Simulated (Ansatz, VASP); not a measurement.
**Two plane-wave programs on Al**

Contents of INCAR:

```
ALGO = Fast
EDIFF = 1E-7
ENCUT = 520
GGA = PE
ISIF = 2
ISMEAR = 0
IVDW = 12
LASPH = True
LCHARG = False
LREAL = False
LWAVE = False
NBANDS = 14
NELM = 100
PREC = Accurate
SIGMA = 0.15
```

KPOINTS

```
k-points
0
Gamma
  18 18 4
```

The input POSCAR:

```
Al
1.0
    2.8144222650      0.0000000000      0.0000000000
   -1.4072111325      2.4373611785      0.0000000000
    0.0000000000      0.0000000000      9.2410470710
Al
4
Direct
    0.0000000000      0.0000000000      0.0000000000
    0.4482116708      0.8964233416      0.2045506048
    0.0000000000      0.0000000000      0.5000000000
    0.6666666667      0.3333333333      0.7500000000
```

Input for Ansatz:

```yaml
crystal:
  lattice:
    - [2.814422265, 0.0, 0.0]
    - [-1.4072111325, 2.4373611785, 0.0]
    - [0.0, 0.0, 9.241047071]
  atoms:
    - { symbol: Al, position: [0.0, 0.0, 0.0] }
    - { symbol: Al, position: [0.4482116708, 0.8964233416, 0.2045506048] }
    - { symbol: Al, position: [0.0, 0.0, 0.5] }
    - { symbol: Al, position: [0.6666666667, 0.3333333333, 0.75] }
basis:
  ecutwfc: 420
kpoints:
  mp_grid: { grid: [18, 18, 4] }
hamiltonian:
  xc: pbe
  pseudopotentials: { kind: paw, azcp: { folder: soft_1 } }
  dispersion: d3bj
scf:
  occupations: { method: gaussian, width: 0.15 }
output:
  forces: true
  stress: true
  eigenvalues: true
```

Alike in both runs: task single point; functional PBE; dispersion D3(BJ); k mesh 18 × 18 × 4; occupations gaussian, width 0.15 eV; no spin polarisation.

```csv
,VASP,Ansatz
version,VASP 6.6.1,Ansatz 0.2.0
potentials or method,"VASP PAW PBE potentials, release 64 (Al), cutoff 520 eV","scalar-relativistic, plane waves, PAW"
valence electrons in the cell,12,12
```

VASP gave:

```
gap on the k mesh at the Fermi level (eV)                     : none
pressure (GPa)                                                : 5.5
traceless stress, the component that is largest in VASP (GPa) : -5.15
rms of the force components (eV/Å)                            : 1.327
```

**Question.** What did Ansatz give for the same quantities?

**Answer.** gap on the k mesh at the Fermi level (eV): none; pressure (GPa): 5.5; traceless stress, the component that is largest in VASP (GPa): -5.14; rms of the force components (eV/Å): 1.326.

Atom by atom the forces differ by 0.001 eV/Å (rms over components). A gap of «none» marks a metal or a gap that the smearing closes.
